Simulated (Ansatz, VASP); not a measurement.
CoSi in VASP and in Ansatz

File INCAR:

```
  PREC = Accurate
  ENCUT = 520
  EDIFF = 1E-8
  ISMEAR = 0
  SIGMA = 0.05
  LREAL = False
  LASPH = True
  NELM = 80
  ALGO = Normal
  ISIF = 2
  LWAVE = False
  LCHARG = False
  GGA = PE
  LEFG = True
  NBANDS = 36
```

File KPOINTS:

```
Automatic mesh
0
Gamma
  8 8 8
```

The input POSCAR:

```
CoSi
1.0
    4.4307937177      0.0000000000      0.0000000000
    0.0000000000      4.4307937177      0.0000000000
    0.0000000000      0.0000000000      4.4307937177
Co Si
4 4
Direct
    0.1450289809      0.1450289809      0.1450289809
    0.3549710191      0.8549710191      0.6450289809
    0.6450289809      0.3549710191      0.8549710191
    0.8549710191      0.6450289809      0.3549710191
    0.8431659221      0.8431659221      0.8431659221
    0.6568340779      0.1568340779      0.3431659221
    0.3431659221      0.6568340779      0.1568340779
    0.1568340779      0.3431659221      0.6568340779
```

Input for Ansatz:

```yaml
crystal:
  lattice:
    - [4.4307937177, 0.0, 0.0]
    - [0.0, 4.4307937177, 0.0]
    - [0.0, 0.0, 4.4307937177]
  atoms:
    - { symbol: Co, position: [0.1450289809, 0.1450289809, 0.1450289809] }
    - { symbol: Co, position: [0.3549710191, 0.8549710191, 0.6450289809] }
    - { symbol: Co, position: [0.6450289809, 0.3549710191, 0.8549710191] }
    - { symbol: Co, position: [0.8549710191, 0.6450289809, 0.3549710191] }
    - { symbol: Si, position: [0.8431659221, 0.8431659221, 0.8431659221] }
    - { symbol: Si, position: [0.6568340779, 0.1568340779, 0.3431659221] }
    - { symbol: Si, position: [0.3431659221, 0.6568340779, 0.1568340779] }
    - { symbol: Si, position: [0.1568340779, 0.3431659221, 0.6568340779] }
basis:
  ecutwfc: 420
  ecutrho_ratio: 4
kpoints:
  mp_grid: { grid: [8, 8, 8] }
hamiltonian:
  xc: pbe
scf:
  occupations: { method: gaussian, width: 0.05 }
output:
  forces: true
  stress: true
  eigenvalues: true
  efg: { contact_densities: true, quadrupole_moments_barn: { Co: 0.42 } }
```

Alike in both runs: task electric field gradients; functional PBE; k mesh 8 × 8 × 8; occupations gaussian, width 0.05 eV; no spin polarisation.

|  | VASP | Ansatz |
| --- | --- | --- |
| version | VASP 6.6.1 | Ansatz 0.2.0 |
| potentials or method | VASP PAW PBE potentials, release 64 (Co, Si), cutoff 520 eV | scalar-relativistic, plane waves, PAW |
| valence electrons in the cell | 52 | 84 |

```tsv
	VASP	Ansatz	Ansatz less VASP
gap on the k mesh at the Fermi level (eV)	none	none	-
pressure (GPa)	-0.1	0.0	+0.09
size of Vzz on the site where it differs most (V/Å²)	2.4	5.9	+3.51
```

A gap of «none» marks a metal or a gap that the smearing closes. VASP's potentials hold 52 valence electrons a cell and Ansatz's 84, so a difference there can come from the potentials and not from the codes.
